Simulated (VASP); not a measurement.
A run of VASP 6.6.1 is set up as follows.

The input INCAR:

```
PREC     = Accurate       # precision mode
ENCUT    = 520            # plane-wave cutoff, eV
EDIFF    = 1E-7           # SCF threshold, eV
ISMEAR   = 1              # smearing method
SIGMA    = 0.15           # smearing width, eV
LREAL    = F              # projectors in reciprocal space
LASPH    = T              # aspherical terms in the spheres
NELM     = 100            # most SCF steps
ALGO     = Normal         # electronic algorithm
ISIF     = 2              # what is computed and relaxed
LWAVE    = F              # write WAVECAR
LCHARG   = F              # write CHGCAR
GGA      = PE             # functional
NBANDS   = 82             # bands
```

Contents of KPOINTS:

```
Automatic mesh
0
Gamma
  3 3 3
```

The input POSCAR:

```
Ge3MoRh
1.0
    5.8850400000      0.0069000000      0.0125780000
   -2.9365450000      5.0705740000     -0.0096400000
    0.0117030000     -0.0036000000      5.4822590000
Rh Mo Ge
2 2 6
Direct
    0.2966536788      0.6321691032      0.7783690629
    0.6816892887      0.2809760246      0.2567724949
    0.9932063961      1.0123348724      0.0050020180
   -0.0226052737     -0.0197410972      0.4998136763
    0.2324135994      0.4300401668      0.2530951728
    0.7762320929      0.1864158814      0.7532007521
    0.6138311186      0.8213983649      0.2621186836
    0.8320733858      0.6158253594      0.7648228107
    0.1801064211      0.7944058754      0.2320865713
    0.3865992920      0.1701918860      0.7669686901
```

Potentials or basis: VASP PAW PBE potentials, release 64 (Rh_pv, Mo_sv, Ge_d).

Launch:

```sh
$ cat potpaw_PBE.64/Rh_pv/POTCAR potpaw_PBE.64/Mo_sv/POTCAR potpaw_PBE.64/Ge_d/POTCAR > POTCAR
$ mpirun -np 1 vasp_std > vasp.out
```

What does it give for the largest force?

3.424 eV/Å.

Predict the pressure.

18.4 GPa.

What does it give for the band gap on the k mesh?

Zero (band 71 reaches 9.10 eV, above the bottom of band 72 at 9.08 eV).

Forces on the atoms (eV/Å):
```
Rh  -0.081 -0.791  0.302
Rh   0.749 -0.700  0.093
Mo  -0.599  2.224  0.209
Mo   1.739  2.916  0.447
Ge   0.139 -2.279  0.317
Ge   0.632 -0.062 -0.452
Ge  -1.933 -0.662 -0.526
Ge   0.105 -1.238  0.217
Ge  -0.161  0.249 -0.050
Ge  -0.591  0.343 -0.557
```

Caveat: the k points lie up to 0.41 Å⁻¹ apart; forces of over 1 eV/Å act on the atoms, so gaps and moduli don't describe the material at rest.
